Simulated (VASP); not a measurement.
**TiO2: single point with PBE**

TiO2:

```
CELL_PARAMETERS angstrom
0.00000 2.37618 2.37618
2.37618 0.00000 2.37618
2.37618 2.37618 0.00000
ATOMIC_POSITIONS crystal
Ti 0.00000 0.00000 0.00000
O 0.25000 0.25000 0.25000
O 0.75000 0.75000 0.75000
```

```yaml
Program: VASP 6.6.1
Task: single point
Functional: PBE
Potentials_or_basis: VASP PAW PBE potentials, release 64 (Ti_sv, O)
Cutoff: 600 eV
k_mesh: 3 × 3 × 3
Occupations: gaussian, width 0.01 eV
Spin: no spin polarisation
Dipole_correction: no
Further_INCAR_settings: ALGO = Normal; EDIFF = 1e-06; NBANDS = 19
```

| Quantity | Value |
| --- | --- |
| Pressure | 14.1 GPa |
| Band gap on the k mesh | 2.05 eV, direct |

Levels at points of the mesh, in eV from the valence-band top:
| k point | band 10 | band 11 | band 12 | band 13 | band 14 | band 15 |
| --- | --- | --- | --- | --- | --- | --- |
| (0.00, 0.00, 0.00) | 0.00 | 0.00 | 0.00 | 2.05 | 2.05 | 6.47 |

Wall time 7 s on 1 thread of Intel Xeon 6975P-C, on a shared host, peak memory 0.15 GiB.

Caveat: the k points lie up to 0.76 Å⁻¹ apart.
